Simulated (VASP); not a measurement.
Crystal: Bi2Te3.

```
Bi Te
1.0
     2.19579    1.26774   10.45087
    -2.19579    1.26774   10.45087
     0.00000   -2.53548   10.45087
Bi Te
2 3
Direct
  0.60165 0.60165 0.60165
  0.39835 0.39835 0.39835
  0.78642 0.78642 0.78642
  0.21358 0.21358 0.21358
  0.00000 0.00000 0.00000
```

Base run:

* Program: VASP 6.6.1
* Functional: PBE
* Potentials or basis: VASP PAW PBE potentials, release 64 (Bi_d, Te)
* Cutoff: 520 eV
* k mesh: 8 × 8 × 8
* Occupations: fermi-dirac, width 0.02 eV
* Spin: no spin polarisation

Its results: band gap on the k mesh 0.43 eV; pressure 1.6 GPa; largest force 0.174 eV/Å.

Question: The run is repeated on the same cell with these changes: functional from PBE to r2SCAN; occupations from fermi-dirac, width 0.02 eV to gaussian, width 0.01 eV. What comes out?

Answer: Band gap on the k mesh 0.68 eV; pressure 0.9 GPa; largest force 0.024 eV/Å.

Caveats: spin-orbit coupling is left out, which moves the levels of the heavy elements; the PAW data sets were made with another functional, which shifts forces and pressure a little (at least some runs).

A k mesh can miss the band edges.
